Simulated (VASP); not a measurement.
A run of VASP 6.6.1 is set up as follows.

The input INCAR:

```
ALGO = Normal
EDIFF = 1E-6
ENCUT = 520
GGA = RP
ISIF = 2
ISMEAR = -1
LASPH = T
LCHARG = F
LREAL = F
LWAVE = F
NBANDS = 10
NELM = 60
PREC = Accurate
SIGMA = 0.1
```

The input KPOINTS:

```
k-points
0
Gamma
  13 13 7
```

File POSCAR:

```
Li
1.0
    3.0590839017      0.0000000000      0.0000000000
   -1.5295419509      2.6492443712      0.0000000000
    0.0000000000      0.0000000000      4.9905583994
Li
2
Direct
    0.3333333333      0.6666666667      0.2500000000
    0.6666666667      0.3333333333      0.7500000000
```

Potentials or basis: VASP PAW PBE potentials, release 64 (Li_sv).

Launch:

```bash
$ cat potpaw_PBE.64/Li_sv/POTCAR > POTCAR
$ mpirun -np 1 vasp_std > vasp.out
```

**Question.** What does it give for the band gap on the k mesh?

**Answer.** Zero (band 3 reaches 2.33 eV, above the bottom of band 4 at -1.42 eV).
